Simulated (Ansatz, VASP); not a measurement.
## Ba in VASP and in Ansatz

File INCAR:

```
SYSTEM = Ba
PREC = Accurate
ENCUT = 500
EDIFF = 1E-6
ISMEAR = -1
SIGMA = 0.15
LREAL = .False.
LASPH = .True.
NELM = 200
ALGO = Normal
ISIF = 2
LWAVE = .False.
LCHARG = .True.
MAGMOM = 0 0 0
LORBIT = 11
LSORBIT = .True.
GGA_COMPAT = .False.
LORBMOM = .True.
GGA = PE
LVHAR = .True.
NBANDS = 21
```

The input KPOINTS:

```
regular mesh
0
Gamma
  4 4 4
  0 0 0
```

File POSCAR:

```
Ba
1.0
    0.0000000000      3.1748000000      3.1748000000
    3.1748000000      0.0000000000      3.1748000000
    3.1748000000      3.1748000000      0.0000000000
Ba
1
Direct
    0.0000000000      0.0000000000      0.0000000000
```

Input for Ansatz:

```yaml
crystal:
  lattice:
    - [0, 3.1748, 3.1748]
    - [3.1748, 0, 3.1748]
    - [3.1748, 3.1748, 0]
  atoms:
    - { symbol: Ba, position: [0, 0, 0] }
kpoints:
  mp_grid: { grid: [4, 4, 4] }
hamiltonian:
  xc: pbe
  pseudopotentials: { kind: nc_fr }
scf:
  occupations: { method: fermi_dirac, width: 0.15 }
output:
  forces: true
  stress: true
  eigenvalues: true
magnetization:
  noncollinear: true
  spin_orbit: true
```

Alike in both runs: task single point; functional PBE; k mesh 4 × 4 × 4; occupations fermi-dirac, width 0.15 eV; non-collinear spin, spin-orbit coupling.

|  | VASP | Ansatz |
| --- | --- | --- |
| version | VASP 6.6.1 | Ansatz 0.2.0 development build |
| potentials or method | VASP PAW PBE potentials, release 64 (Ba_sv) | plane waves, norm-conserving pseudopotentials |
| plane-wave cutoff (eV) | 500 | 770 |
| valence electrons in the cell | 10 | 10 |

|  | VASP | Ansatz | Ansatz less VASP |
| --- | --- | --- | --- |
| net moment per atom (μB) | 0.00 | 0.00 | 0.000 |

The k mesh is coarse, so the values compare programs but aren't converged.
